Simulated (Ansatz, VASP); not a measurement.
Ti3H in VASP and in Ansatz

Contents of INCAR:

```
PREC = Accurate
ENCUT = 520
EDIFF = 1E-7
ISMEAR = 0
SIGMA = 0.1
LREAL = False
LASPH = True
NELM = 80
ALGO = Normal
ISIF = 2
LWAVE = False
LCHARG = False
LDIPOL = True
IDIPOL = 3
DIPOL = 0.5 0.5 0.322
GGA = PE
NBANDS = 47
```

Contents of KPOINTS:

```
regular mesh
0
Gamma
  6 6 1
```

POSCAR

```
Ti3H
1.0
    4.6039800811      0.0000000000      0.0000000000
   -2.3019900405      3.9871637087      0.0000000000
    0.0000000000      0.0000000000     22.4969948581
Ti H
6 2
Direct
    0.6666666667      0.3333333333      0.1778015253
    0.3333333333      0.6666666667      0.2195752601
    0.0000000000      0.0000000000      0.2613489950
    0.6666666667      0.3333333333      0.2980583739
    0.3333333333      0.6666666667      0.3304600279
    0.0000000000      0.0000000000      0.3776946615
    0.2757109188      0.7242890812      0.4545938212
    0.3909557479      0.6090442521      0.4545938212
```

Input for Ansatz:

```yaml
crystal:
  lattice:
    - [4.6039800811, 0.0, 0.0]
    - [-2.3019900405, 3.9871637087, 0.0]
    - [0.0, 0.0, 22.4969948581]
  atoms:
    - { symbol: Ti, position: [0.6666666667, 0.3333333333, 0.1778015253] }
    - { symbol: Ti, position: [0.3333333333, 0.6666666667, 0.2195752601] }
    - { symbol: Ti, position: [0.0, 0.0, 0.261348995] }
    - { symbol: Ti, position: [0.6666666667, 0.3333333333, 0.2980583739] }
    - { symbol: Ti, position: [0.3333333333, 0.6666666667, 0.3304600279] }
    - { symbol: Ti, position: [0.0, 0.0, 0.3776946615] }
    - { symbol: H, position: [0.2757109188, 0.7242890812, 0.4545938212] }
    - { symbol: H, position: [0.3909557479, 0.6090442521, 0.4545938212] }
basis:
  ecutwfc: 420
kpoints:
  mp_grid: { grid: [6, 6, 1] }
hamiltonian:
  xc: pbe
scf:
  occupations: { method: gaussian, width: 0.1 }
output:
  forces: true
  eigenvalues: true
efield:
  axis: 3
  dipole_correction: true
  ramp_width: 0.04
```

Alike in both runs: task single point; functional PBE; k mesh 6 × 6 × 1; occupations gaussian, width 0.1 eV; no spin polarisation.

|  | VASP | Ansatz |
| --- | --- | --- |
| version | VASP 6.6.1 | Ansatz 0.2.0 |
| potentials or method | VASP PAW PBE potentials, release 64 (Ti_sv, H), cutoff 520 eV | scalar-relativistic, plane waves, PAW |
| valence electrons in the cell | 74 | 74 |

|  | VASP | Ansatz | Ansatz less VASP |
| --- | --- | --- | --- |
| gap on the k mesh at the Fermi level (eV) | none | none | - |
| rms of the force components (eV/Å) | 0.707 | 0.705 | -0.0015 |

Atom by atom the forces differ by 0.005 eV/Å (rms over components). A gap of «none» marks a metal or a gap that the smearing closes. With one functional, cell and mesh, what is left measures potentials, basis and numerics.
